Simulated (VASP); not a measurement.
Set up this calculation in VASP 6.6.1, as the native input.

```
Task                   : single point
Functional             : LDA
Potentials or basis    : VASP PAW LDA potentials, release 64 (W_sv, Ta_pv, C)
Cutoff                 : 520 eV
k mesh                 : 10 × 10 × 10
Occupations            : fermi-dirac, width 0.05 eV
Spin                   : no spin polarisation
Hubbard terms          : Ta d U = 5.0 eV, W d U = 5.0 eV
Dipole correction      : no
Further INCAR settings : ALGO = Normal; EDIFF = 1e-06; NBANDS = 24
```

The structure of TaWC2 lies in POSCAR:

```
TaWC2
1.0
    1.5718551461      0.9075109917      5.1016196719
   -1.5718551461      0.9075109917      5.1016196719
    0.0000000000     -1.8150219835      5.1016196719
W Ta C
1 1 2
Direct
    0.0000000000      0.0000000000      0.0000000000
    0.5000000000      0.5000000000      0.5000000000
    0.2509330000      0.2509330000      0.2509330000
    0.7490670000      0.7490670000      0.7490670000
```

These files were run (other wordings do the same):

INCAR

```
ALGO = Normal
EDIFF = 1E-6
ENCUT = 520
GGA = CA
ISIF = 2
ISMEAR = -1
LASPH = T
LCHARG = F
LDAU = T
LDAUJ = 0 0 0
LDAUL = 2 2 -1
LDAUPRINT = 1
LDAUTYPE = 2
LDAUU = 5 5 0
LMAXMIX = 4
LREAL = F
LWAVE = F
NBANDS = 24
NELM = 150
PREC = Accurate
SIGMA = 0.05
```

KPOINTS

```
k-points
0
Gamma
  10 10 10
```

Potentials or basis: VASP PAW LDA potentials, release 64 (W_sv, Ta_pv, C).

Launch:

```sh
$ cat potpaw_LDA.64/W_sv/POTCAR potpaw_LDA.64/Ta_pv/POTCAR potpaw_LDA.64/C/POTCAR > POTCAR
$ mpirun -np 1 vasp_std > vasp.out
```

Results of the run:

```
Pressure               : -2.9 GPa
Largest force          : 0.079 eV/Å
Band gap on the k mesh : zero (an odd number of electrons rules out a gap without spin polarisation)
```

Caveat: spin-orbit coupling is left out, which moves the levels of the heavy elements; U without spin polarisation on a metal has little footing; the U is typed as a test and isn't derived for this compound.

It took 89 s on 1 thread of Intel(R) Xeon(R) 6975P-C (Granite Rapids) (shared host), peak memory 0.29 GiB.
